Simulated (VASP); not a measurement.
Crystal: BeS.

```xyz
2
Lattice="0.0000 2.4341 2.4341 2.4341 0.0000 2.4341 2.4341 2.4341 0.0000" Properties=species:S:1:pos:R:3 pbc="T T T"
Be    0.0000    0.0000    0.0000
S     1.2171    1.2171    1.2171
```

Base run:

* Program: VASP 6.6.1
* Functional: HSE06
* Potentials or basis: VASP PAW PBE potentials, release 64 (Be, S)
* Cutoff: 520 eV
* k mesh: 8 × 8 × 8
* Occupations: fermi-dirac, width 0.02 eV
* Spin: no spin polarisation

Its results: band gap on the k mesh 4.08 eV, indirect (least direct gap 6.87 eV); pressure -1.1 GPa.

The run is repeated on the same cell with these changes: functional from HSE06 to r2SCAN; k mesh from 8 × 8 × 8 to 10 × 10 × 10. What comes out?

Band gap on the k mesh 3.60 eV, indirect (least direct gap 6.26 eV); pressure 0.3 GPa.

Several settings changed at once, so the effect can't be laid on one alone.

Caveats: the PAW data sets were made with another functional, which shifts forces and pressure a little.

A k mesh can miss the band edges.
